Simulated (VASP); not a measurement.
Set up this calculation in VASP 6.6.1, as the native input.

| Property | Result |
| --- | --- |
| Task | single point |
| Functional | PBE |
| Potentials or basis | VASP PAW PBE potentials, release 64 (Li_sv, Br) |
| Cutoff | 750 eV |
| k mesh | 8 × 8 × 8 |
| Occupations | gaussian, width 0.02 eV |
| Spin | no spin polarisation |
| Dipole correction | no |
| Further INCAR settings | ALGO = Normal; EDIFF = 1e-06; NBANDS = 12 |

The structure of LiBr lies in POSCAR:

```
LiBr
1.0
    0.0000000000      2.7275697123      2.7275697123
    2.7275697123      0.0000000000      2.7275697123
    2.7275697123      2.7275697123      0.0000000000
Li Br
1 1
Direct
    0.0000000000      0.0000000000      0.0000000000
    0.5000000000      0.5000000000      0.5000000000
```

This cell differs from its parent crystal: volume scaled by 0.97.

These files were run (other wordings do the same):

INCAR

```
PREC = Accurate
ENCUT = 750
EDIFF = 1E-6
ISMEAR = 0
SIGMA = 0.02
LREAL = F
LASPH = T
NELM = 120
ALGO = Normal
ISIF = 2
LWAVE = F
LCHARG = T
GGA = PE
LELF = T
LVHAR = T
NBANDS = 12
GGA_COMPAT = F
```

KPOINTS

```
Automatic mesh
0
Gamma
  8 8 8
```

Potentials or basis: VASP PAW PBE potentials, release 64 (Li_sv, Br).

Command:

```sh
$ cat potpaw_PBE.64/Li_sv/POTCAR potpaw_PBE.64/Br/POTCAR > POTCAR
$ mpirun -np 1 vasp_std > vasp.out
```

It gave:

| Quantity | Value |
| --- | --- |
| Pressure | 0.8 GPa |
| Band gap on the k mesh | 5.05 eV, direct |

Run time: 33 s on 1 thread of Intel Xeon 8259CL, with other jobs on the host, peak memory 0.21 GiB.
